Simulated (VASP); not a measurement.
Crystal: PtF2.

```xyz
3
Lattice="2.9572 -3.4323 0.0000 2.9572 3.4323 0.0000 0.0000 0.0000 3.1120" Properties=species:S:1:pos:R:3 pbc="T T T"
Pt    2.9572    0.0000    1.5560
F     4.2457    0.0000    0.0000
F     1.6688    0.0000    0.0000
```

Base run:

- Program: VASP 6.6.1
- Functional: PBEsol
- Potentials or basis: VASP PAW PBE potentials, release 64 (Pt_sv_GW, F)
- Cutoff: 600 eV
- k mesh: 6 × 6 × 10
- Occupations: gaussian, width 0.02 eV
- Spin: no spin polarisation

Its results: band gap on the k mesh 1.17 eV (least direct gap 1.30 eV); pressure -3.2 GPa; largest force 0.429 eV/Å.

The run is repeated on the same cell with these changes: functional from PBEsol to PBE. What comes out?

Band gap on the k mesh 1.24 eV (least direct gap 1.36 eV); pressure -0.1 GPa; largest force 0.065 eV/Å.

PBE binds less tightly than PBEsol, so the same cell stands under more pressure.

Caveats: spin-orbit coupling is left out, which moves the levels of the heavy elements; the cell stands under tension (at least some runs); the PAW data sets were made with another functional, which shifts forces and pressure a little (at least some runs).

A k mesh can miss the band edges.
